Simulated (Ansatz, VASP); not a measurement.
# One calculation of Ta, two programs

```
Ta
1.0
    -1.66045    1.66045    1.66045
     1.66045   -1.66045    1.66045
     1.66045    1.66045   -1.66045
Ta
1
Direct
  0.00000 0.00000 0.00000
```

Alike in both runs: functional PBE; k mesh 16 × 16 × 16; occupations fermi-dirac, width 0.08 eV; no spin polarisation.

Ansatz relaxed the structure, and its values are those at the end. VASP's run is a single point on that final structure, the one shown.

|  | VASP | Ansatz |
| --- | --- | --- |
| version | VASP 6.6.1 | Ansatz 0.2.0 |
| potentials or method | VASP PAW PBE potentials, release 64 (Ta_pv) | PAW with Ansatz's default frozen-core files, scalar-relativistic |
| plane-wave cutoff (eV) | 520 | 420 |
| valence electrons in the cell | 11 | 13 |

```tsv
	VASP	Ansatz	Ansatz less VASP
pressure (GPa)	0.1	0.0	-0.09
```

VASP's potentials hold 11 valence electrons a cell and Ansatz's 13, so a difference there can come from the potentials and not from the codes.

Spin-orbit coupling is off throughout.
